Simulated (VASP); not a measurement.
# In2TeBr4 (R-3m) in VASP: notebook

The runs below take In2TeBr4 through single point, with PBE.

Everything below comes from runs of VASP 6.6.1. Logs are shortened: lines on timing, memory, paths and dates and some standing lists are left out, and cuts for length are marked.

## Step 1: The cell of the first run

The structure is trigonal, space group R-3m (No. 166). The conventional cell has a = 8.608 Å, b = 8.608 Å, c = 12.614 Å, α = 90.00°, β = 90.00°, γ = 120.00°. Within 3.6 Å of In (site symmetry 3m) lie 4 Br at 2.73 to 2.89 Å and 1 Te at 3.58 Å. Within 4.3 Å of Te (site symmetry -3m) lie 6 Br at 3.25 Å and 2 In at 3.58 Å. Within 3.8 Å of Br (site symmetry 2/m) lie 2 In at 2.89 Å and 2 Te at 3.25 Å. Br (site symmetry -3m) has 2 In at 2.73 Å within 3.6 Å.

The cell was generated, and may not be a known phase.

## Step 2: Single point, PBE

Input file INCAR:

```
  PREC = Accurate
  ENCUT = 500
  EDIFF = 1E-6
  ISMEAR = 0
  SIGMA = 0.15
  LREAL = False
  LASPH = True
  NELM = 120
  ALGO = Normal
  ISIF = 2
  LWAVE = False
  LCHARG = False
  GGA = PE
  NBANDS = 39
  GGA_COMPAT = False
```

Input file KPOINTS:

```
regular mesh
0
Gamma
  2 2 2
```

Input file POSCAR:

```
In2TeBr4
1.0
    4.3039248180      2.4848721523      4.2046068927
   -4.3039248180      2.4848721523      4.2046068927
    0.0000000000     -4.9697443045      4.2046068927
In Te Br
2 1 4
Direct
    0.7835192398      0.7835192398      0.7835192398
    0.2164807602      0.2164807602      0.2164807602
    0.5000000000      0.5000000000      0.5000000000
    0.5000000000      0.5000000000      0.0000000000
    0.0000000000      0.5000000000      0.5000000000
    0.5000000000      0.0000000000      0.5000000000
    0.0000000000      0.0000000000      0.0000000000
```

Potentials or basis: VASP PAW PBE potentials, release 64 (In_d, Te, Br).

Launch:

```
cat potpaw_PBE.64/In_d/POTCAR potpaw_PBE.64/Te/POTCAR potpaw_PBE.64/Br/POTCAR > POTCAR
mpirun -np 1 vasp_std > vasp.out
```

OUTCAR:

```text
PREC = Accurate
   ENCUT = 500
   EDIFF = 1E-6
   ISMEAR = 0
   LREAL = False
   LASPH = True
   NELM = 120
   ISIF = 2
   GGA = PE

 ion  position               nearest neighbor table
   1  0.784  0.784  0.784-   7 2.73   6 2.89   5 2.89   4 2.89   3 3.58
   2  0.216  0.216  0.216-   7 2.73   6 2.89   5 2.89   4 2.89   3 3.58
   3  0.500  0.500  0.500-   1 3.58   2 3.58
   4  0.500  0.500  0.000-   1 2.89   2 2.89
   5  0.000  0.500  0.500-   1 2.89   2 2.89
   6  0.500  0.000  0.500-   1 2.89   2 2.89
   7  0.000  0.000  0.000-   1 2.73   2 2.73

  LATTYP: Found a trigonal (rhomboedric) cell.
 ALAT       =     6.5097678587
 COS(alpha) =     0.1257646870

  Lattice vectors:

 A1 = (   4.3039248180,   2.4848721523,   4.2046068927)
 A2 = (  -4.3039248180,   2.4848721523,   4.2046068927)
 A3 = (   0.0000000000,  -4.9697443045,   4.2046068927)

Analysis of symmetry for initial positions (statically):
=====================================================================
 Subroutine PRICEL returns:
 Original cell was already a primitive cell.

 Routine SETGRP: Setting up the symmetry group for a
 trigonal (rhombohedral) supercell.

 Subroutine GETGRP returns: Found 12 space group operations
 (whereof 12 operations were pure point group operations)
 out of a pool of 12 trial point group operations.

The static configuration has the point symmetry D_3d.

Analysis of symmetry for dynamics (positions and initial velocities):
=====================================================================
 Subroutine PRICEL returns:
 Original cell was already a primitive cell.

 Routine SETGRP: Setting up the symmetry group for a
 trigonal (rhombohedral) supercell.

 Subroutine GETGRP returns: Found 12 space group operations
 (whereof 12 operations were pure point group operations)
 out of a pool of 12 trial point group operations.

The dynamic configuration has the point symmetry D_3d.

 Subroutine INISYM returns: Found 12 space group operations
 (whereof 12 operations are pure point group operations),
 and found     1 'primitive' translations

----------------------------------------------------------------------------------------

                                     Primitive cell

  volume of cell :     269.8021

  direct lattice vectors                    reciprocal lattice vectors
     4.303924818  2.484872152  4.204606893     0.116173033  0.067072532  0.079278121
    -4.303924818  2.484872152  4.204606893    -0.116173033  0.067072532  0.079278121
     0.000000000 -4.969744304  4.204606893     0.000000000 -0.134145064  0.079278121

  length of vectors
     6.509767859  6.509767859  6.509767859     0.155820148  0.155820148  0.155820148

  position of ions in fractional coordinates (direct lattice)
     0.783519240  0.783519240  0.783519240
     0.216480760  0.216480760  0.216480760
     0.500000000  0.500000000  0.500000000
     0.500000000  0.500000000  1.000000000
     0.000000000  0.500000000  0.500000000
     0.500000000  0.000000000  0.500000000
     0.000000000  0.000000000  0.000000000

  ion indices of the primitive-cell ions
   primitive index   ion index
                 1           1
                 2           2
                 3           3
                 4           4
                 5           5
                 6           6
                 7           7

----------------------------------------------------------------------------------------

 KPOINTS: regular mesh

Automatic generation of k-mesh.
 Grid dimensions read from file:
 generate k-points for:    2    2    2

 Generating k-lattice:

  Cartesian coordinates                     Fractional coordinates (reciprocal lattice)
     0.058086517  0.033536266  0.039639060     0.500000000  0.000000000  0.000000000
    -0.058086517  0.033536266  0.039639060     0.000000000  0.500000000  0.000000000
     0.000000000 -0.067072532  0.039639060    -0.000000000 -0.000000000  0.500000000

  Length of vectors
     0.077910074  0.077910074  0.077910074

  Shift w.r.t. Gamma in fractional coordinates (k-lattice)
     0.000000000  0.000000000  0.000000000

 Subroutine IBZKPT returns following result:
 ===========================================

 Found      4 irreducible k-points:

 Following reciprocal coordinates:
            Coordinates               Weight
  0.000000  0.000000  0.000000      1.000000
  0.500000  0.000000  0.000000      3.000000
  0.500000  0.500000  0.000000      3.000000
  0.500000  0.500000  0.500000      1.000000
   k-points           NKPTS =      4   k-points in BZ     NKDIM =      4   number of bands    NBANDS=     39
   number of dos      NEDOS =    301   number of ions     NIONS =      7
   total plane-waves  NPLWV = 110592
   dimension x,y,z NGX =    48 NGY =   48 NGZ =   48
   dimension x,y,z NGXF=    96 NGYF=   96 NGZF=   96
   ions per type =               2   1   4
   NGX,Y,Z   is equivalent  to a cutoff of  12.26, 12.26, 12.26 a.u.
   NGXF,Y,Z  is equivalent  to a cutoff of  24.52, 24.52, 24.52 a.u.
 SYSTEM =  unknown system
   PREC   = accura    normal or accurate (medium, high low for compatibility)
   ISTART =      0    job   : 0-new  1-cont  2-samecut
   ICHARG =      2    charge: 1-file 2-atom 10-const
   ISPIN  =      1    spin polarized calculation?
   LNONCOLLINEAR =      F non collinear calculations
   LSORBIT =      F    spin-orbit coupling
   LASPH  =      T    aspherical Exc in radial PAW
   ENCUT  =  500.0 eV  36.75 Ry    6.06 a.u.  11.87 11.87 11.87*2*pi/ulx,y,z
   NELM   =    120;   NELMIN=  2; NELMDL= -5     # of ELM steps
   EDIFF  = 0.1E-05   stopping-criterion for ELM
   LREAL  =      F    real-space projection
[... 7 lines left out ...]
   TEBEG  =    0.0;   TEEND  =   0.0 temperature during run
   PSTRESS=    0.0 pullay stress
   NELECT =      60.0000    total number of electrons
   NUPDOWN=      -1.0000    fix difference up-down
   EMIN   =  10.00;   EMAX   =-10.00  energy-range for DOS
   EFERMI =   0.00;   METHOD = LEGACY
   ISMEAR =     0;   SIGMA  =   0.15  broadening in eV -4-tet -1-fermi 0-gaus
   EFERMI_NEDOS =   21; number of points for ismear=-14 and -15
   IALGO  =     38    algorithm
   IMIX   =      4    mixing-type and parameters
     AMIX     =   0.40;   BMIX     =  1.00
     AMIX_MAG =   1.60;   BMIX_MAG =  1.00
[... 44 lines left out ...]
      8     -12.4304      2.00000
      9     -12.4304      2.00000
     10     -12.4278      2.00000
     11     -12.4278      2.00000
     12     -12.2342      2.00000
     13     -12.2342      2.00000
     14     -12.0884      2.00000
     15      -8.6214      2.00000
     16      -4.8609      2.00000
     17      -2.9465      2.00000
     18      -2.5233      2.00000
     19      -2.5233      2.00000
     20      -1.9671      2.00000
     21      -1.9671      2.00000
     22      -1.6604      2.00000
     23      -1.5382      2.00000
     24      -1.1363      2.00000
     25      -1.1363      2.00000
     26      -0.6641      2.00000
     27      -0.2977      2.00000
     28      -0.2977      2.00000
     29       2.6387      0.00000
     30       2.6387      0.00000
     31       2.8132      0.00000
     32       3.5188      0.00000
     33       3.6221      0.00000
     34       3.6221      0.00000
     35       4.0727      0.00000
     36       6.6965      0.00000
     37       6.8968      0.00000
     38       6.8968      0.00000
     39       7.4386      0.00000

 k-point     2 :       0.5000    0.0000    0.0000
  band No.  band energies     occupation
      1     -13.5055      2.00000
      2     -13.4601      2.00000
      3     -13.4438      2.00000
      4     -13.2434      2.00000
      5     -12.4766      2.00000
      6     -12.4689      2.00000
      7     -12.4361      2.00000
      8     -12.4328      2.00000
      9     -12.4321      2.00000
     10     -12.4248      2.00000
     11     -12.3983      2.00000
     12     -12.3188      2.00000
     13     -12.2301      2.00000
     14     -12.0873      2.00000
     15      -8.7767      2.00000
     16      -4.1727      2.00000
     17      -3.8452      2.00000
     18      -2.4334      2.00000
     19      -2.3549      2.00000
     20      -2.2036      2.00000
     21      -2.0004      2.00000
     22      -1.2101      2.00000
     23      -1.1648      2.00000
     24      -1.1354      2.00000
     25      -0.7632      2.00000
     26      -0.6688      2.00000
     27      -0.4336      2.00000
     28       0.6149      2.00000
     29       0.9566      2.00000
     30       1.3131      1.95145
     31       2.5642      0.00000
     32       2.6910      0.00000
     33       5.1496      0.00000
     34       5.2179      0.00000
     35       5.2817      0.00000
     36       5.4368      0.00000
     37       6.1284      0.00000
     38       6.2853      0.00000
     39       7.8924      0.00000

 k-point     3 :       0.5000    0.5000    0.0000
  band No.  band energies     occupation
      1     -13.4741      2.00000
      2     -13.4647      2.00000
      3     -13.4467      2.00000
      4     -13.2474      2.00000
      5     -12.4742      2.00000
      6     -12.4667      2.00000
      7     -12.4350      2.00000
      8     -12.4330      2.00000
      9     -12.4318      2.00000
     10     -12.4248      2.00000
     11     -12.3864      2.00000
     12     -12.3201      2.00000
     13     -12.2412      2.00000
     14     -12.0928      2.00000
     15      -8.9371      2.00000
     16      -4.0158      2.00000
     17      -3.8283      2.00000
     18      -2.8092      2.00000
     19      -1.9524      2.00000
     20      -1.8928      2.00000
     21      -1.4276      2.00000
     22      -1.2435      2.00000
     23      -1.1911      2.00000
     24      -1.0001      2.00000
     25      -0.7097      2.00000
     26      -0.6390      2.00000
     27      -0.3572      2.00000
     28       0.3017      2.00000
     29       0.6543      2.00000
     30       0.9621      2.00000
     31       1.5610      0.71522
     32       2.5704      0.00000
     33       4.6044      0.00000
     34       4.6661      0.00000
     35       5.7564      0.00000
     36       6.0643      0.00000
     37       6.4220      0.00000
     38       7.6929      0.00000
     39       7.9180      0.00000

 k-point     4 :       0.5000    0.5000    0.5000
  band No.  band energies     occupation
      1     -13.4665      2.00000
      2     -13.4665      2.00000
      3     -13.4338      2.00000
      4     -13.2441      2.00000
      5     -12.4769      2.00000
      6     -12.4769      2.00000
      7     -12.4709      2.00000
      8     -12.4304      2.00000
      9     -12.4304      2.00000
     10     -12.4260      2.00000
     11     -12.4260      2.00000
     12     -12.2345      2.00000
     13     -12.2345      2.00000
     14     -12.0851      2.00000
     15      -9.1066      2.00000
     16      -4.7049      2.00000
     17      -2.2698      2.00000
     18      -2.2631      2.00000
     19      -2.2631      2.00000
     20      -1.5425      2.00000
     21      -1.2499      2.00000
     22      -1.2499      2.00000
     23      -1.1148      2.00000
     24      -1.1148      2.00000
     25      -0.7714      2.00000
     26      -0.5478      2.00000
     27      -0.2762      2.00000
     28      -0.2762      2.00000
     29       0.2201      2.00000
     30       0.4166      2.00000
     31       0.4166      2.00000
     32       3.4216      0.00000
     33       4.6185      0.00000
     34       4.6185      0.00000
     35       5.5260      0.00000
     36       6.3232      0.00000
     37       6.3232      0.00000
     38       7.6518      0.00000
     39       7.8703      0.00000

------------------------ aborting loop because EDIFF is reached ----------------------------------------

  FORCE on cell =-STRESS in cart. coord.  units (eV):
  Direction    XX          YY          ZZ          XY          YZ          ZX
  --------------------------------------------------------------------------------------
  -------------------------------------------------------------------------------------
  Total        0.7825396      0.7825396     -0.3689824      0.0000000     -0.0000000     -0.0000000
  in kB        4.6469880      4.6469880     -2.1911439      0.0000000     -0.0000000     -0.0000000
  external PRESSURE =       2.3676107 kB  Pullay stress =       0.0000000 kB

 VOLUME and BASIS-vectors are now :
 -----------------------------------------------------------------------------
  energy-cutoff  :      500.00
  volume of cell :      269.80
      direct lattice vectors                 reciprocal lattice vectors
     4.303924818  2.484872152  4.204606893     0.116173033  0.067072532  0.079278121
    -4.303924818  2.484872152  4.204606893    -0.116173033  0.067072532  0.079278121
     0.000000000 -4.969744304  4.204606893     0.000000000 -0.134145064  0.079278121

 POSITION                                       TOTAL-FORCE (eV/Angst)
 -----------------------------------------------------------------------------------
      0.00000      0.00000      9.88317         0.000000     -0.000000     -0.020258
      0.00000      0.00000      2.73065         0.000000      0.000000      0.020258
      0.00000      0.00000      6.30691        -0.000000      0.000000     -0.000000
      0.00000      2.48487      4.20461        -0.000000      0.000000     -0.000000
     -2.15196     -1.24244      4.20461         0.000000      0.000000     -0.000000
      2.15196     -1.24244      4.20461         0.000000      0.000000      0.000000
      0.00000      0.00000      0.00000         0.000000      0.000000     -0.000000
 -----------------------------------------------------------------------------------
    total drift:                               -0.000000      0.000000      0.000000

  FREE ENERGIE OF THE ION-ELECTRON SYSTEM (eV)
  ---------------------------------------------------
  free  energy   TOTEN  =       -17.7750274289 eV

  energy  without entropy=      -17.7407994620  energy(sigma->0) =      -17.75791345
```

It took 2.3 min on 1 thread of Intel Xeon 8259CL, shared host; peak memory 0.34 GiB.

What came out:

- Free energy: -17.7750 eV
- Pressure: 0.2 GPa
- Largest force: 0.020 eV/Å
- Band gap on the k mesh: zero (bands 30 and 31 overlap by 2.22 eV)

Forces in eV/Å, atoms in the order of the input:
```
In   0.000  0.000 -0.020
In   0.000  0.000  0.020
Te   0.000  0.000  0.000
Br   0.000  0.000  0.000
Br   0.000  0.000  0.000
Br   0.000  0.000  0.000
Br   0.000  0.000  0.000
```

Caveat: the k points lie up to 0.49 Å⁻¹ apart, too coarse for converged energies and pressures of a metal; spin-orbit coupling is left out, which moves the levels of the heavy elements.

## Step 3: Single point, PBE

This run uses another cell than the first one, of 38.96 Å³/atom.

Input file INCAR:

```
PREC = Accurate
ENCUT = 500
EDIFF = 1E-6
ISMEAR = 0
SIGMA = 0.15
LREAL = F
LASPH = T
NELM = 120
ALGO = Normal
ISIF = 2
LWAVE = F
LCHARG = F
GGA = PE
NBANDS = 39
GGA_COMPAT = F
```

KPOINTS is that of step 2.

Input file POSCAR:

```
In2TeBr4
1.0
    4.2492704867      2.4533174580      4.3601573460
   -4.2492704867      2.4533174580      4.3601573460
    0.0000000000     -4.9066349200      4.3601573438
In Te Br
2 1 4
Direct
    0.7801101576      0.7801101576      0.7801101576
    0.2198898424      0.2198898424      0.2198898424
    0.0000000000      0.0000000000      0.0000000000
    0.5000000000      0.5000000000      0.0000000000
    0.0000000000      0.5000000000      0.5000000000
    0.5000000000      0.0000000000      0.5000000000
    0.5000000000      0.5000000000      0.5000000000
```

Potentials or basis: VASP PAW PBE potentials, release 64 (In_d, Te, Br).

Launch:

```
cat potpaw_PBE.64/In_d/POTCAR potpaw_PBE.64/Te/POTCAR potpaw_PBE.64/Br/POTCAR > POTCAR
mpirun -np 1 vasp_std > vasp.out
```

It took 2.8 min on 1 thread of Intel Xeon 8259CL, shared host; peak memory 0.34 GiB.

The run converged. Its results:

| Property | Result |
| --- | --- |
| Free energy | -15.7090 eV |
| Pressure | 0.0 GPa |
| Largest force | 0.032 eV/Å |
| Band gap on the k mesh | zero (bands 30 and 31 overlap by 0.06 eV) |

Forces on the atoms (eV/Å):
```
In   0.000  0.000  0.032
In   0.000  0.000 -0.032
Te   0.000  0.000  0.000
Br   0.000  0.000  0.000
Br   0.000  0.000  0.000
Br   0.000  0.000  0.000
Br   0.000  0.000  0.000
```

Stress tensor (GPa, compression positive):
```
 0.19  0.00  0.00
 0.00  0.19  0.00
 0.00  0.00 -0.24
```

Levels at points of the mesh, in eV from the Fermi level:
```
           k point  band 25  band 26  band 27  band 28  band 29  band 30  band 31  band 32  band 33  band 34
(0.00, 0.00, 0.00)    -2.09    -1.67    -0.10    -0.10     0.04     0.04     0.05     2.17     2.17     2.87
(0.50, 0.00, 0.00)    -1.79    -1.56    -0.55    -0.30    -0.21    -0.03     0.04     0.70     3.66     3.77
(0.50, 0.50, 0.00)    -1.85    -1.75    -1.56    -0.43    -0.22    -0.19    -0.02     0.70     3.31     3.51
(0.50, 0.50, 0.50)    -1.94    -1.87    -1.76    -1.76    -1.59     0.01     0.01     2.84     3.19     3.19
```

Caveat: the k points lie up to 0.49 Å⁻¹ apart; semilocal functionals underestimate gaps, and a narrow one can read as zero; spin-orbit coupling is left out, which moves the levels of the heavy elements.

## Step 4: Single point, PBE

This run uses another cell than the first one, of 34.50 Å³/atom.

Input file INCAR:

```
PREC = Accurate ; ENCUT = 500
EDIFF = 1E-6 ; ISMEAR = 0
SIGMA = 0.15 ; LREAL = F
LASPH = T ; NELM = 120
ALGO = Normal ; ISIF = 2
LWAVE = F ; LCHARG = T
GGA = PE ; LELF = T
LVHAR = T ; NBANDS = 39
GGA_COMPAT = F
```

Input file KPOINTS:

```
Automatic mesh
0
Gamma
  3 3 3
```

Input file POSCAR:

```
In2TeBr4
1.0
    2.7292097911      1.5757100076      9.3590294144
   -2.7292097911      1.5757100076      9.3590294144
    0.0000000000     -3.1514200152      9.3590294144
In Te Br
2 1 4
Direct
    0.1041400208      0.1041400208      0.1041400208
    0.8958599792      0.8958599792      0.8958599792
    0.0000000000      0.0000000000      0.0000000000
    0.3861269290      0.3861269290      0.3861269290
    0.6138730710      0.6138730710      0.6138730710
    0.2029015702      0.2029015702      0.2029015702
    0.7970984298      0.7970984298      0.7970984298
```

Launch:

```
cat potpaw_PBE.64/In_d/POTCAR potpaw_PBE.64/Te/POTCAR potpaw_PBE.64/Br/POTCAR > POTCAR
mpirun -np 1 vasp_std > vasp.out
```

Wall time 9.2 min (1 thread of Intel Xeon 8259CL, shared host); peak memory 0.69 GiB.

Results (log left out):

```
Free energy            : -16.8221 eV
Pressure               : -0.2 GPa
Largest force          : 0.090 eV/Å
Band gap on the k mesh : zero (bands 30 and 31 overlap by 0.29 eV)
```

Forces on the atoms (eV/Å):
```
In   0.000  0.000 -0.090
In   0.000  0.000  0.090
Te   0.000  0.000  0.000
Br   0.000  0.000 -0.029
Br   0.000  0.000  0.029
Br   0.000  0.000 -0.001
Br   0.000  0.000  0.001
```

Levels at points of the mesh, in eV from the Fermi level:
```tsv
k point	band 28	band 29	band 30	band 31	band 32	band 33
(0.00, 0.00, 0.00)	-1.62	-1.25	-0.23	-0.23	0.63	2.83
```

Caveat: the k points lie up to 0.45 Å⁻¹ apart; semilocal functionals underestimate gaps, and a narrow one can read as zero; spin-orbit coupling is left out, which moves the levels of the heavy elements.

## Step 5: Overview

```csv
cell,k mesh,gap on the mesh (eV),pressure (GPa),largest force (eV/Å)
"a = 6.510 Å, angles 82.8°, 7 atoms, atomic positions A",2 × 2 × 2,none,0.2,0.02
"a = 6.564 Å, angles 80.7°, 7 atoms, atomic positions B",2 × 2 × 2,none,0.0,0.03
"a = 9.875 Å, angles 32.1°, 7 atoms, atomic positions C",3 × 3 × 3,none,-0.2,0.09
```

Alike in all rows: task single point; level PBE; potentials or basis VASP PAW PBE potentials, release 64 (In_d, Te, Br); no spin polarisation; cutoff (eV) 500; smearing gaussian 0.15 eV.

Caveats: all runs use coarse meshes; spin-orbit coupling is left out, which moves the levels of the heavy elements; semilocal functionals underestimate gaps, and a narrow one can read as zero (at least some runs).

Total energies depend on the potentials used, so only differences within one code and one set of settings carry meaning.
